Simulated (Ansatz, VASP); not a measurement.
**One calculation of CaCl, two programs**

File INCAR:

```
SYSTEM = CaCl
PREC = Accurate ; ENCUT = 600
EDIFF = 1E-6 ; ISMEAR = 0
SIGMA = 0.1 ; LREAL = .FALSE.
LASPH = .TRUE. ; NELM = 80
ALGO = Normal ; ISIF = 3
LWAVE = .FALSE. ; LCHARG = .FALSE.
GGA = PE ; IBRION = 2
NSW = 90 ; EDIFFG = -0.04
```

KPOINTS

```
Automatic mesh
0
G
  6 6 4
  0 0 0
```

Contents of POSCAR:

```
CaCl
1.0
    4.2546761845      0.0000000000      0.0000000000
   -2.1273380922      3.6846576606      0.0000000000
    0.0000000000      0.0000000000      6.8137171859
Ca Cl
2 2
Direct
    0.3333333333      0.6666666667      0.0000000000
    0.6666666667      0.3333333333      0.5000000000
    0.3333333333      0.6666666667      0.3821000000
    0.6666666667      0.3333333333      0.8821000000
```

Input for Ansatz:

```yaml
crystal:
  lattice:
    - [4.2546761845, 0.0, 0.0]
    - [-2.1273380922, 3.6846576606, 0.0]
    - [0.0, 0.0, 6.8137171859]
  atoms:
    - { symbol: Ca, position: [0.3333333333, 0.6666666667, 0.0] }
    - { symbol: Ca, position: [0.6666666667, 0.3333333333, 0.5] }
    - { symbol: Cl, position: [0.3333333333, 0.6666666667, 0.3821] }
    - { symbol: Cl, position: [0.6666666667, 0.3333333333, 0.8821] }
basis:
  ecutwfc: 420
kpoints:
  mp_grid: { grid: [6, 6, 4] }
hamiltonian:
  xc: pbe
scf:
  occupations: { method: gaussian, width: 0.1 }
  lower_state_search: "off"
output:
  forces: true
  stress: true
  eigenvalues: true
relax:
  adjacent_minimum: "off"
  f_tol: 0.04
  max_steps: 70
  cell: { stress_tol: 0.4 }
```

Alike in both runs: task relaxation of cell and atoms; functional PBE; k mesh 6 × 6 × 4; occupations gaussian, width 0.1 eV; no spin polarisation.

```csv
,VASP,Ansatz
version,VASP 6.6.1,Ansatz 0.2.0
potentials or method,"VASP PAW PBE potentials, release 64 (Ca_sv, Cl), cutoff 600 eV","scalar-relativistic, plane waves, PAW"
valence electrons in the cell,34,34
```

|  | VASP | Ansatz | Ansatz less VASP |
| --- | --- | --- | --- |
| gap on the k mesh at the Fermi level, each at its own relaxed structure (eV) | none | none | - |
| relaxed volume (Å³/atom) | 34.23 | 34.05 | -0.186 |
| relaxed cell length with the largest relative difference (Å) | 7.491 | 7.403 | -0.0882 |

A gap of «none» marks a metal or a gap that the smearing closes.

Noted on VASP's run: the volume moved by over 15 % at a fixed basis, so the end points are rough.
